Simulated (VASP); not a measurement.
Write the native input for VASP 6.6.1 that does the following.

```
Task                   : single point
Functional             : r2SCAN
Potentials or basis    : VASP PAW PBE potentials, release 64 (Sc_sv, Ca_sv, Os, O)
Cutoff                 : 520 eV
k mesh                 : 8 × 8 × 8
Occupations            : methfessel-paxton, width 0.2176 eV
Spin                   : no spin polarisation
Dipole correction      : no
Further INCAR settings : ALGO = Normal; EDIFF = 1e-07; NBANDS = 49
```

The system is CaSc2OsO6.

```
Sc Ca Os O
1.0
     0.00000    3.87400    3.87400
     3.87400    0.00000    3.87400
     3.87400    3.87400    0.00000
Sc Ca Os O
2 1 1 6
Cartesian
  1.9370 1.9370 1.9370
  5.8110 5.8110 5.8110
  3.8740 3.8740 3.8740
  0.0000 0.0000 0.0000
  1.8053 3.8740 3.8740
  3.8740 1.8053 3.8740
  5.9427 3.8740 3.8740
  3.8740 5.9427 3.8740
  3.8740 3.8740 1.8053
  3.8740 3.8740 5.9427
```

One way to write it, as run:

POSCAR

```
CaSc2OsO6
1.0
    0.0000000000      3.8739970000      3.8739970000
    3.8739970000      0.0000000000      3.8739970000
    3.8739970000      3.8739970000      0.0000000000
Sc Ca Os O
2 1 1 6
Direct
    0.2500000000      0.2500000000      0.2500000000
    0.7500000000      0.7500000000      0.7500000000
    0.5000000000      0.5000000000      0.5000000000
    0.0000000000      0.0000000000      0.0000000000
    0.7670000000      0.2330000000      0.2330000000
    0.2330000000      0.7670000000      0.2330000000
    0.2330000000      0.7670000000      0.7670000000
    0.7670000000      0.2330000000      0.7670000000
    0.2330000000      0.2330000000      0.7670000000
    0.7670000000      0.7670000000      0.2330000000
```

INCAR.step1

```
ALGO = Normal
EDIFF = 1E-4
ENCUT = 520
GGA = PE
ISMEAR = 1
LASPH = True
LCHARG = False
LREAL = False
LWAVE = True
NBANDS = 49
NELM = 60
PREC = Accurate
SIGMA = 0.2176
```

INCAR.step2

```
ALGO = Normal
EDIFF = 1E-7
ENCUT = 520
ISIF = 2
ISMEAR = 1
ISTART = 1
LASPH = True
LCHARG = False
LMIXTAU = True
LREAL = False
LWAVE = False
METAGGA = R2SCAN
NBANDS = 49
NELM = 60
PREC = Accurate
SIGMA = 0.2176
```

KPOINTS

```
k-points
0
Gamma
  8 8 8
```

Potentials or basis: VASP PAW PBE potentials, release 64 (Sc_sv, Ca_sv, Os, O).

Command:

```bash
$ cat potpaw_PBE.64/Sc_sv/POTCAR potpaw_PBE.64/Ca_sv/POTCAR potpaw_PBE.64/Os/POTCAR potpaw_PBE.64/O/POTCAR > POTCAR
$ cp INCAR.step1 INCAR
$ mpirun -np 1 vasp_std > vasp.out
$ cp INCAR.step2 INCAR
$ mpirun -np 1 vasp_std > vasp.out
```

Results of the run:

```yaml
Pressure: 27.2 GPa
Largest_force: 3.259 eV/Å
Band_gap_on_the_k_mesh: zero (bands 38 and 39 overlap by 1.55 eV)
```

Caveat: the cell stands under pressure; the PAW data sets were made with another functional, which shifts forces and pressure a little; spin-orbit coupling is left out, which moves the levels of the heavy elements.

It took 29 min on 1 thread of Intel(R) Xeon(R) Platinum 8375C CPU @ 2.90GHz (Ice Lake), on a shared host, peak memory 0.39 GiB.
